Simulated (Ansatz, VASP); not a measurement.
**Mg in VASP and in Ansatz**

INCAR

```
SYSTEM = Mg
ALGO = Normal ; EDIFF = 1E-6
ENCUT = 600 ; GGA_COMPAT = .FALSE.
ISIF = 2 ; ISMEAR = 0
LASPH = .TRUE. ; LCHARG = .FALSE.
LREAL = .FALSE. ; LWAVE = .FALSE.
NBANDS = 7 ; NELM = 120
PREC = Accurate ; SIGMA = 0.1
```

The input KPOINTS:

```
k-points
0
G
  6 6 6
  0 0 0
```

File POSCAR:

```
Mg
1.0
   -1.8481508693      1.8481508693      1.6905262251
    1.8481508693     -1.8481508693      1.6905262251
    1.8481508693      1.8481508693     -1.6905262251
Mg
1
Direct
    0.0000000000      0.0000000000      0.0000000000
```

Input for Ansatz:

```yaml
crystal:
  lattice:
    - [-1.8481508693, 1.8481508693, 1.6905262251]
    - [1.8481508693, -1.8481508693, 1.6905262251]
    - [1.8481508693, 1.8481508693, -1.6905262251]
  atoms:
    - { symbol: Mg, position: [0.0, 0.0, 0.0] }
basis:
  ecutwfc: 420
kpoints:
  mp_grid: { grid: [6, 6, 6] }
hamiltonian:
  xc: lda
scf:
  occupations: { method: gaussian, width: 0.1 }
output:
  forces: true
  stress: true
  eigenvalues: true
```

Alike in both runs: task single point; functional LDA; k mesh 6 × 6 × 6; occupations gaussian, width 0.1 eV; no spin polarisation.

|  | VASP | Ansatz |
| --- | --- | --- |
| version | VASP 6.6.1 | Ansatz 0.2.0 |
| potentials or method | VASP PAW LDA potentials, release 64 (Mg), cutoff 600 eV | scalar-relativistic, plane waves, PAW |
| valence electrons in the cell | 2 | 10 |

|  | VASP | Ansatz | Ansatz less VASP |
| --- | --- | --- | --- |
| gap on the k mesh at the Fermi level (eV) | none | none | - |
| pressure (GPa) | -2.4 | -2.1 | +0.31 |
| traceless stress, the component that is largest in VASP (GPa) | 3.01 | 3.04 | +0.026 |

LDA's correlation is that of Perdew and Zunger in VASP and of Perdew and Wang (1992) in Ansatz. A gap of «none» marks a metal or a gap that the smearing closes. VASP's potentials hold 2 valence electrons a cell and Ansatz's 10, so a difference there can come from the potentials and not from the codes.

The k mesh is coarse, so the values compare programs but aren't converged.
